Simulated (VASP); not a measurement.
Write the native input for VASP 6.6.1 that does the following.

```yaml
Task: single point
Functional: LDA
Potentials_or_basis: VASP PAW LDA potentials, release 64 (Be, H)
Cutoff: 520 eV
k_mesh: 14 × 14 × 14
Occupations: gaussian, width 0.1 eV
Spin: no spin polarisation
Dipole_correction: no
Further_INCAR_settings: ALGO = Normal; EDIFF = 1e-06; NBANDS = 11
```

The structure of BeH4 lies in POSCAR:

```
BeH4
1.0
   -1.8290742536      1.8290742536      1.8290742536
    1.8290742536     -1.8290742536      1.8290742536
    1.8290742536      1.8290742536     -1.8290742536
Be H
1 4
Direct
    0.0000000000      0.0000000000      0.0000000000
    0.0000000000      0.5000000000      0.0000000000
    0.5000000000      0.0000000000      0.0000000000
    0.0000000000      0.0000000000      0.5000000000
    0.5000000000      0.5000000000      0.5000000000
```

One way to write it, as run:

INCAR

```
  PREC = Accurate
  ENCUT = 520
  EDIFF = 1E-6
  ISMEAR = 0
  SIGMA = 0.1
  LREAL = F
  LASPH = T
  NELM = 100
  ALGO = Normal
  ISIF = 2
  LWAVE = F
  LCHARG = F
  NBANDS = 11
```

KPOINTS

```
Automatic mesh
0
Gamma
  14 14 14
```

Potentials or basis: VASP PAW LDA potentials, release 64 (Be, H).

Run with:

```bash
$ cat potpaw_LDA.64/Be/POTCAR potpaw_LDA.64/H/POTCAR > POTCAR
$ mpirun -np 1 vasp_std > vasp.out
```

It gave:

```json
{
 "Pressure": "-3.3 GPa",
 "Band gap on the k mesh": "zero (band 3 reaches 4.61 eV, above the bottom of band 4 at -2.27 eV)"
}
```

Run time: 12 s on 1 thread of Intel(R) Xeon(R) Platinum 8375C CPU @ 2.90GHz (Ice Lake), with other jobs on the host, peak memory 0.14 GiB.
